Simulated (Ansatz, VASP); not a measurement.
LiCaF3 in VASP and in Ansatz

The input INCAR:

```
SYSTEM = LiCaF3
PREC     = Accurate       ! precision mode
ENCUT    = 520            ! plane-wave cutoff, eV
EDIFF    = 1E-6           ! SCF threshold, eV
ISMEAR   = 0              ! smearing method
SIGMA    = 0.05           ! smearing width, eV
LREAL    = .FALSE.        ! projectors in reciprocal space
LASPH    = .TRUE.         ! aspherical terms in the spheres
NELM     = 60             ! most SCF steps
ALGO     = Normal         ! electronic algorithm
ISIF     = 2              ! what is computed and relaxed
LWAVE    = .FALSE.        ! write WAVECAR
LCHARG   = .FALSE.        ! write CHGCAR
GGA      = PE             ! functional
NBANDS   = 25             ! bands
```

KPOINTS

```
Automatic mesh
0
G
  6 6 6
  0 0 0
```

The input POSCAR:

```
LiCaF3
1.0
    3.7612440000      0.0000000000      0.0000000000
    0.0000000000      3.7612440000      0.0000000000
    0.0000000000      0.0000000000      3.7612440000
Li Ca F
1 1 3
Direct
    0.4624003770      0.4624003770      0.4734130516
    0.0000000000      0.0000000000      0.0000000000
    0.0000000000      0.5000000000      0.5000000000
    0.5000000000      0.5000000000      0.0000000000
    0.5000000000      0.0000000000      0.5000000000
```

Input for Ansatz:

```yaml
crystal:
  lattice:
    - [3.761244, 0.0, 0.0]
    - [0.0, 3.761244, 0.0]
    - [0.0, 0.0, 3.761244]
  atoms:
    - { symbol: Li, position: [0.462400377, 0.462400377, 0.4734130516] }
    - { symbol: Ca, position: [0.0, 0.0, 0.0] }
    - { symbol: F, position: [0.0, 0.5, 0.5] }
    - { symbol: F, position: [0.5, 0.5, 0.0] }
    - { symbol: F, position: [0.5, 0.0, 0.5] }
basis:
  ecutwfc: 420
kpoints:
  mp_grid: { grid: [6, 6, 6] }
hamiltonian:
  xc: pbe
scf:
  occupations: { method: gaussian, width: 0.05 }
output:
  forces: true
  stress: true
  eigenvalues: true
```

Alike in both runs: task single point; functional PBE; k mesh 6 × 6 × 6; occupations gaussian, width 0.05 eV; no spin polarisation.

|  | VASP | Ansatz |
| --- | --- | --- |
| version | VASP 6.6.1 | Ansatz 0.2.0 |
| potentials or method | VASP PAW PBE potentials, release 64 (Li_sv, Ca_sv, F), cutoff 520 eV | scalar-relativistic, plane waves, PAW |
| valence electrons in the cell | 34 | 34 |

```tsv
	VASP	Ansatz	Ansatz less VASP
gap on the k mesh at the Fermi level (eV)	6.47	6.47	+0.007
least direct gap on the mesh (eV)	6.53	6.54	+0.006
rms of the force components (eV/Å)	0.433	0.413	-0.0196
```

Atom by atom the forces differ by 0.020 eV/Å (rms over components).

Noted on VASP's run: the cutoff is short for stress, so the pressure is rough.
